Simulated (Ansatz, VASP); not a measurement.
# NaCl: VASP beside Ansatz

```xyz
2
Lattice="0.0000 2.7941 2.7941 2.7941 0.0000 2.7941 2.7941 2.7941 0.0000" Properties=species:S:1:pos:R:3 pbc="T T T"
Cl    2.7941    2.7941    2.7941
Na    0.0000    0.0000    0.0000
```

Alike in both runs: task single point; functional PBE-based screened hybrid with a share of 0.25 of exact exchange and HFSCREEN = 0.2; k mesh 4 × 4 × 4; occupations fermi-dirac, width 0.05 eV; no spin polarisation.

|  | VASP | Ansatz |
| --- | --- | --- |
| version | VASP 6.6.1 | Ansatz 0.2.0 |
| potentials or method | VASP PAW PBE potentials, release 64 (Cl, Na_pv), cutoff 520 eV | all-electron PAW datasets made for the crystal |

Ansatz gave:

| Property | Result |
| --- | --- |
| gap on the k mesh at the Fermi level (eV) | 6.62 |
| least direct gap on the mesh (eV) | 6.62 |
| pressure (GPa) | 1.0 |

Estimate VASP's values.

gap on the k mesh at the Fermi level (eV): 6.61; least direct gap on the mesh (eV): 6.61; pressure (GPa): 1.0.

VASP's potentials were made for PBE, not for PBE-based screened hybrid. Ansatz ran all-electron here, and VASP with PAW potentials.

The k mesh is coarse, so the values compare programs but aren't converged.
